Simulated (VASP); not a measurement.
# HfB2 (P6/mmm) in VASP: notebook, part 2 of 3

VASP 6.6.1.

## (3) Electric field gradients, PBE (equal xx and yy strain of -2 %)

The input, INCAR:

```
SYSTEM = HfB2
PREC = Accurate
ENCUT = 420
EDIFF = 1E-8
ISMEAR = -1
SIGMA = 0.05
LREAL = .FALSE.
LASPH = .TRUE.
NELM = 120
ALGO = Normal
ISIF = 2
LWAVE = .FALSE.
LCHARG = .FALSE.
GGA = PE
LEFG = .TRUE.
NBANDS = 15
GGA_COMPAT = .FALSE.
```

The input, KPOINTS:

```
regular mesh
0
G
  13 13 11
  0 0 0
```

The input, POSCAR:

```
HfB2
1.0
    3.0772000985      0.0000000000      0.0000000000
   -1.5386000493      2.6649334578      0.0000000000
    0.0000000000      0.0000000000      3.4800000000
Hf B
1 2
Direct
    0.0000000000      0.0000000000      0.0000000000
    0.3333333333      0.6666666667      0.5000000000
    0.6666666667      0.3333333333      0.5000000000
```

Potentials or basis: VASP PAW PBE potentials, release 64 (Hf_pv, B).

On the command line:

```bash
> cat potpaw_PBE.64/Hf_pv/POTCAR potpaw_PBE.64/B/POTCAR > POTCAR
> mpirun -np 1 vasp_std > vasp.out
```

OUTCAR:

```text
SYSTEM = HfB2
   PREC = Accurate
   ENCUT = 420
   EDIFF = 1E-8
   ISMEAR = -1
   LREAL = .FALSE.
   LASPH = .TRUE.
   NELM = 120
   ISIF = 2
   GGA = PE

 ion  position               nearest neighbor table
   1  0.000  0.000  0.000-   2 2.49   3 2.49   2 2.49   3 2.49   2 2.49   2 2.49   3 2.49   3 2.49
                             3 2.49   3 2.49   2 2.49   2 2.49
   2  0.333  0.667  0.500-   3 1.78   3 1.78   3 1.78   1 2.49   1 2.49   1 2.49   1 2.49   1 2.49
                             1 2.49
   3  0.667  0.333  0.500-   2 1.78   2 1.78   2 1.78   1 2.49   1 2.49   1 2.49   1 2.49   1 2.49
                             1 2.49

  LATTYP: Found a hexagonal cell.
 ALAT       =     3.0772000985
 C/A-ratio  =     1.1308981830

  Lattice vectors:

 A1 = (   3.0772000985,   0.0000000000,   0.0000000000)
 A2 = (  -1.5386000493,   2.6649334578,   0.0000000000)
 A3 = (   0.0000000000,   0.0000000000,   3.4800000000)

Analysis of symmetry for initial positions (statically):
=====================================================================
 Subroutine PRICEL returns:
 Original cell was already a primitive cell.

 Routine SETGRP: Setting up the symmetry group for a
 hexagonal supercell.

 Subroutine GETGRP returns: Found 24 space group operations
 (whereof 24 operations were pure point group operations)
 out of a pool of 24 trial point group operations.

The static configuration has the point symmetry D_6h.

Analysis of symmetry for dynamics (positions and initial velocities):
=====================================================================
 Subroutine PRICEL returns:
 Original cell was already a primitive cell.

 Routine SETGRP: Setting up the symmetry group for a
 hexagonal supercell.

 Subroutine GETGRP returns: Found 24 space group operations
 (whereof 24 operations were pure point group operations)
 out of a pool of 24 trial point group operations.

The dynamic configuration has the point symmetry D_6h.

 Subroutine INISYM returns: Found 24 space group operations
 (whereof 24 operations are pure point group operations),
 and found     1 'primitive' translations

----------------------------------------------------------------------------------------

                                     Primitive cell

  volume of cell :      28.5379

  direct lattice vectors                    reciprocal lattice vectors
     3.077200099  0.000000000  0.000000000     0.324970742  0.187621946  0.000000000
    -1.538600049  2.664933458  0.000000000     0.000000000  0.375243891  0.000000000
     0.000000000  0.000000000  3.480000000     0.000000000  0.000000000  0.287356322

  length of vectors
     3.077200099  3.077200098  3.480000000     0.375243891  0.375243891  0.287356322

  position of ions in fractional coordinates (direct lattice)
     0.000000000  0.000000000  0.000000000
     0.333333333  0.666666667  0.500000000
     0.666666667  0.333333333  0.500000000

  ion indices of the primitive-cell ions
   primitive index   ion index
                 1           1
                 2           2
                 3           3

----------------------------------------------------------------------------------------

 KPOINTS: regular mesh
[... 90 lines left out ...]
  Fermi-wavevector in a.u.,A,eV,Ry     =   1.349919  2.550977 24.793642  1.822281
  Thomas-Fermi vector in A             =   2.477466
   LORBIT       =      0    0 simple, 1 ext, 2 COOP (PROOUT), +10 PAW based schemes
   GGA     = PE    functional components
   LHFCALC =     F    Hartree Fock is set to
   AEXX    =    0.0000 exact exchange contribution
   IVDW    =     0    specifies the selected vdW correction
   LEPSILON=     F    determine dielectric tensor
   LRPA    =     F    only Hartree local field effects (RPA)
 non-spin polarized calculation
  energy-cutoff  :      420.00
  volume of cell :       28.54
 maximum number of plane-waves:       568
 NGX is ok and might be reduce to    24
   NGX = 11   NGY = 11   NGZ = 11

 number of electron      16.0000002 magnetization

 Free energy of the ion-electron system (eV)
  ---------------------------------------------------
  ext. energy  EPLUGINS =         0.00000000
  ---------------------------------------------------
  free energy    TOTEN  =       -26.34125133 eV

  energy without entropy =      -26.33968314  energy(sigma->0) =      -26.34046724

 E-fermi :   8.0480     XC(G=0): -12.7849

 val. band max:        8.0463647761   @ k =   0.3077   0.1538   0.0000
 cond. band min:       8.1968177057   @ k =   0.0000   0.0000   0.2727
 fundamental gap:      0.1504529296
 Fermi energy:         8.0480159539

 k-point     1 :       0.0000    0.0000    0.0000
  band No.  band energies     occupation
      1     -22.5629      2.00000
      2     -21.9680      2.00000
      3     -21.9680      2.00000
      4      -6.0079      2.00000
      5       4.7826      2.00000
      6       5.0499      2.00000
      7       5.1603      2.00000
      8       5.1603      2.00000
      9      12.2418      0.00000
     10      12.2418      0.00000
     11      12.6907      0.00000
     12      12.6907      0.00000
     13      13.3094      0.00000
     14      13.3094      0.00000
[... 401 lines left out ...]
      2     -22.1772      2.00000
      3     -22.0128      2.00000
      4      -5.3607      2.00000
      5       3.7640      2.00000
      6       4.0479      2.00000
      7       5.1231      2.00000
      8       5.9358      2.00000
      9      10.3058      0.00000
     10      10.8720      0.00000
     11      12.7378      0.00000
     12      12.9416      0.00000
     13      13.8356      0.00000
     14      15.4836      0.00000
     15      15.7431      0.00000

 [... further k-points ...]
[... 5 lines left out ...]
  --------------------------------------------------------------------------------------
  -------------------------------------------------------------------------------------
  Total        2.7730395      2.7730395      1.2216102     -0.0000000     -0.0000000      0.0000000
  in kB      155.6844682    155.6844682     68.5838558     -0.0000000     -0.0000000      0.0000000
  external PRESSURE =     126.6509307 kB  Pullay stress =       0.0000000 kB

 VOLUME and BASIS-vectors are now :
 -----------------------------------------------------------------------------
  energy-cutoff  :      420.00
  volume of cell :       28.54
      direct lattice vectors                 reciprocal lattice vectors
     3.077200099  0.000000000  0.000000000     0.324970742  0.187621946  0.000000000
    -1.538600049  2.664933458  0.000000000     0.000000000  0.375243891  0.000000000
     0.000000000  0.000000000  3.480000000     0.000000000  0.000000000  0.287356322

 POSITION                                       TOTAL-FORCE (eV/Angst)
 -----------------------------------------------------------------------------------
      0.00000      0.00000      0.00000        -0.000000      0.000000      0.000000
     -0.00000      1.77662      1.74000        -0.000000      0.000000      0.000000
      1.53860      0.88831      1.74000         0.000000     -0.000000     -0.000000
 -----------------------------------------------------------------------------------
    total drift:                               -0.000000      0.000000      0.000000

  FREE ENERGIE OF THE ION-ELECTRON SYSTEM (eV)
  ---------------------------------------------------
  free  energy   TOTEN  =       -26.3412513339 eV

  energy  without entropy=      -26.3396831409  energy(sigma->0) =      -26.34046724

 Electric field gradients (V/A^2)
---------------------------------------------------------------------
 ion       V_xx      V_yy      V_zz      V_xy      V_xz      V_yz
---------------------------------------------------------------------
   1     -41.260   -41.260    82.520    -0.000     0.000    -0.000
   2      -1.361    -1.361     2.722    -0.000     0.000    -0.000
   3      -1.361    -1.361     2.722    -0.000     0.000     0.000
---------------------------------------------------------------------

 Electric field gradients after diagonalization (V/A^2)
 (convention: |V_zz| > |V_xx| > |V_yy|)
----------------------------------------------------------------------
 ion       V_xx      V_yy      V_zz     asymmetry (V_yy - V_xx)/ V_zz
----------------------------------------------------------------------
   1     -41.260   -41.260    82.520       0.000
   2      -1.361    -1.361     2.722       0.000
   3      -1.361    -1.361     2.722       0.000
----------------------------------------------------------------------

           NMR quadrupolar parameters

 Cq : quadrupolar parameter    Cq=e*Q*V_zz/h
 eta: asymmetry parameters     (V_yy - V_xx)/ V_zz
 Q  : nuclear electric quadrupole moment in mb (millibarn)
----------------------------------------------------------------------
 ion       Cq(MHz)       eta       Q (mb)
----------------------------------------------------------------------
   1       0.200       0.000       1.000
   2       0.007       0.000       1.000
   3       0.007       0.000       1.000
----------------------------------------------------------------------
```

OSZICAR:

```text
N       E                     dE             d eps       ncg     rms          rms(c)
DAV:   1     0.233560074190E+02    0.23356E+02   -0.70464E+03  3780   0.861E+02
DAV:   2    -0.275478747507E+02   -0.50904E+02   -0.47878E+02  5042   0.202E+02
DAV:   3    -0.288552883148E+02   -0.13074E+01   -0.13038E+01  4844   0.242E+01
DAV:   4    -0.288602572088E+02   -0.49689E-02   -0.49683E-02  4606   0.184E+00
DAV:   5    -0.288602837063E+02   -0.26498E-04   -0.26495E-04  4851   0.118E-01    0.553E+01
DAV:   6    -0.264635453463E+02    0.23967E+01   -0.28352E+00  4557   0.125E+01    0.407E+01
DAV:   7    -0.264134567734E+02    0.50089E-01   -0.98765E-01  4844   0.733E+00    0.122E+01
DAV:   8    -0.263463373545E+02    0.67119E-01   -0.24627E-01  4382   0.384E+00    0.176E+00
DAV:   9    -0.263415196612E+02    0.48177E-02   -0.21023E-02  4417   0.118E+00    0.466E-01
DAV:  10    -0.263412442249E+02    0.27544E-03   -0.93405E-04  4802   0.260E-01    0.250E-01
DAV:  11    -0.263412536868E+02   -0.94619E-05   -0.61264E-05  4620   0.590E-02    0.908E-02
DAV:  12    -0.263412512276E+02    0.24592E-05   -0.31862E-06  4788   0.126E-02    0.954E-03
DAV:  13    -0.263412512949E+02   -0.67253E-07   -0.24257E-07  4641   0.400E-03    0.166E-03
DAV:  14    -0.263412513199E+02   -0.25005E-07   -0.29206E-08  4543   0.140E-03    0.656E-04
DAV:  15    -0.263412513385E+02   -0.18629E-07   -0.25630E-09  2282   0.408E-04    0.993E-04
DAV:  16    -0.263412513339E+02    0.45984E-08   -0.20753E-10  2107   0.122E-04
   1 F= -.26341251E+02 E0= -.26340467E+02  d E =-.156819E-02
```

Wall time 15 s (1 thread of Intel Xeon 6975P-C (Granite Rapids), shared host); peak memory 0.16 GiB.

What came out:

- Free energy: -26.3413 eV
- Pressure: 12.7 GPa
- Band gap on the k mesh: zero (band 8 reaches 8.86 eV, above the bottom of band 9 at 7.58 eV)

Levels at points of the mesh, in eV from the Fermi level:
| k point | band 4 | band 5 | band 6 | band 7 | band 8 | band 9 | band 10 | band 11 | band 12 | band 13 |
| --- | --- | --- | --- | --- | --- | --- | --- | --- | --- | --- |
| (0.00, 0.00, 0.00) | -14.06 | -3.27 | -3.00 | -2.89 | -2.89 | 4.19 | 4.19 | 4.64 | 4.64 | 5.26 |

Electric field gradients, principal values (V/Å²):
```csv
atom,least,middle,greatest (by size)
1 Hf,-41.260,-41.260,82.520
2 B,-1.361,-1.361,2.722
3 B,-1.361,-1.361,2.722
```

Caveat: the cell differs from its parent crystal (equal xx and yy strain of -2 %); without QUAD_EFG the Cq values of the log hold for a quadrupole moment of 1 mb, not for the nuclei; spin-orbit coupling is left out, which moves the levels of the heavy elements.

## (4) Electric field gradients, PBE (equal xx and yy strain of -2 %)

The input, INCAR:

```
PREC = Accurate
ENCUT = 420
EDIFF = 1E-8
ISMEAR = -1
SIGMA = 0.05
LREAL = False
LASPH = True
NELM = 120
ALGO = Normal
ISIF = 2
LWAVE = False
LCHARG = False
GGA = PE
LEFG = True
NBANDS = 15
GGA_COMPAT = False
```

The input, KPOINTS:

```
Automatic mesh
0
Gamma
  13 13 11
```

POSCAR is that of step 3.

Potentials or basis: VASP PAW PBE potentials, release 64 (Hf_pv, B).

On the command line:

```bash
> cat potpaw_PBE.64/Hf_pv/POTCAR potpaw_PBE.64/B/POTCAR > POTCAR
> mpirun -np 1 vasp_std > vasp.out
```

OUTCAR:

```text
PREC = Accurate
   ENCUT = 420
   EDIFF = 1E-8
   ISMEAR = -1
   LREAL = False
   LASPH = True
   NELM = 120
   ISIF = 2
   GGA = PE

 ion  position               nearest neighbor table
   1  0.000  0.000  0.000-   2 2.49   3 2.49   2 2.49   3 2.49   2 2.49   2 2.49   3 2.49   3 2.49
                             3 2.49   3 2.49   2 2.49   2 2.49
   2  0.333  0.667  0.500-   3 1.78   3 1.78   3 1.78   1 2.49   1 2.49   1 2.49   1 2.49   1 2.49
                             1 2.49
   3  0.667  0.333  0.500-   2 1.78   2 1.78   2 1.78   1 2.49   1 2.49   1 2.49   1 2.49   1 2.49
                             1 2.49

  LATTYP: Found a hexagonal cell.
 ALAT       =     3.0772000985
 C/A-ratio  =     1.1308981830

  Lattice vectors:

 A1 = (   3.0772000985,   0.0000000000,   0.0000000000)
 A2 = (  -1.5386000493,   2.6649334578,   0.0000000000)
 A3 = (   0.0000000000,   0.0000000000,   3.4800000000)

Analysis of symmetry for initial positions (statically):
=====================================================================
 Subroutine PRICEL returns:
[... 632 lines left out ...]

 POSITION                                       TOTAL-FORCE (eV/Angst)
 -----------------------------------------------------------------------------------
      0.00000      0.00000      0.00000        -0.000000      0.000000      0.000000
     -0.00000      1.77662      1.74000        -0.000000      0.000000      0.000000
      1.53860      0.88831      1.74000         0.000000     -0.000000     -0.000000
 -----------------------------------------------------------------------------------
    total drift:                               -0.000000      0.000000      0.000000

  FREE ENERGIE OF THE ION-ELECTRON SYSTEM (eV)
  ---------------------------------------------------
  free  energy   TOTEN  =       -26.3412513339 eV

  energy  without entropy=      -26.3396831409  energy(sigma->0) =      -26.34046724

 Electric field gradients (V/A^2)
---------------------------------------------------------------------
 ion       V_xx      V_yy      V_zz      V_xy      V_xz      V_yz
---------------------------------------------------------------------
   1     -41.260   -41.260    82.520    -0.000     0.000    -0.000
   2      -1.361    -1.361     2.722    -0.000     0.000    -0.000
   3      -1.361    -1.361     2.722    -0.000     0.000     0.000
---------------------------------------------------------------------

 Electric field gradients after diagonalization (V/A^2)
 (convention: |V_zz| > |V_xx| > |V_yy|)
----------------------------------------------------------------------
 ion       V_xx      V_yy      V_zz     asymmetry (V_yy - V_xx)/ V_zz
----------------------------------------------------------------------
   1     -41.260   -41.260    82.520       0.000
   2      -1.361    -1.361     2.722       0.000
   3      -1.361    -1.361     2.722       0.000
----------------------------------------------------------------------

           NMR quadrupolar parameters

 Cq : quadrupolar parameter    Cq=e*Q*V_zz/h
 eta: asymmetry parameters     (V_yy - V_xx)/ V_zz
 Q  : nuclear electric quadrupole moment in mb (millibarn)
----------------------------------------------------------------------
 ion       Cq(MHz)       eta       Q (mb)
----------------------------------------------------------------------
   1       0.200       0.000       1.000
   2       0.007       0.000       1.000
   3       0.007       0.000       1.000
----------------------------------------------------------------------
```

OSZICAR:

```text
N       E                     dE             d eps       ncg     rms          rms(c)
DAV:   1     0.233560074190E+02    0.23356E+02   -0.70464E+03  3780   0.861E+02
DAV:   2    -0.275478747507E+02   -0.50904E+02   -0.47878E+02  5042   0.202E+02
DAV:   3    -0.288552883148E+02   -0.13074E+01   -0.13038E+01  4844   0.242E+01
DAV:   4    -0.288602572088E+02   -0.49689E-02   -0.49683E-02  4606   0.184E+00
DAV:   5    -0.288602837063E+02   -0.26498E-04   -0.26495E-04  4851   0.118E-01    0.553E+01
DAV:   6    -0.264635453463E+02    0.23967E+01   -0.28352E+00  4557   0.125E+01    0.407E+01
DAV:   7    -0.264134567734E+02    0.50089E-01   -0.98765E-01  4844   0.733E+00    0.122E+01
DAV:   8    -0.263463373545E+02    0.67119E-01   -0.24627E-01  4382   0.384E+00    0.176E+00
DAV:   9    -0.263415196612E+02    0.48177E-02   -0.21023E-02  4417   0.118E+00    0.466E-01
DAV:  10    -0.263412442249E+02    0.27544E-03   -0.93405E-04  4802   0.260E-01    0.250E-01
DAV:  11    -0.263412536868E+02   -0.94619E-05   -0.61264E-05  4620   0.590E-02    0.908E-02
DAV:  12    -0.263412512276E+02    0.24592E-05   -0.31862E-06  4788   0.126E-02    0.954E-03
DAV:  13    -0.263412512949E+02   -0.67253E-07   -0.24257E-07  4641   0.400E-03    0.166E-03
DAV:  14    -0.263412513199E+02   -0.25005E-07   -0.29206E-08  4543   0.140E-03    0.656E-04
DAV:  15    -0.263412513385E+02   -0.18629E-07   -0.25630E-09  2282   0.408E-04    0.993E-04
DAV:  16    -0.263412513339E+02    0.45984E-08   -0.20753E-10  2107   0.122E-04
   1 F= -.26341251E+02 E0= -.26340467E+02  d E =-.156819E-02
```

Wall time 14 s (1 thread of Intel Xeon 6975P-C (Granite Rapids), shared host); peak memory 0.16 GiB.

What came out:

* Free energy: -26.3413 eV
* Pressure: 12.7 GPa
* Band gap on the k mesh: zero (band 8 reaches 8.86 eV, above the bottom of band 9 at 7.58 eV)

Stress tensor (GPa, compression positive):
```
15.57  0.00  0.00
 0.00 15.57  0.00
 0.00  0.00  6.86
```

Electric field gradients, principal values (V/Å²):
```csv
atom,least,middle,greatest (by size)
1 Hf,-41.260,-41.260,82.520
2 B,-1.361,-1.361,2.722
3 B,-1.361,-1.361,2.722
```

Caveat: the cell differs from its parent crystal (equal xx and yy strain of -2 %); without QUAD_EFG the Cq values of the log hold for a quadrupole moment of 1 mb, not for the nuclei; spin-orbit coupling is left out, which moves the levels of the heavy elements.

(Continued in part 3 of 3.)
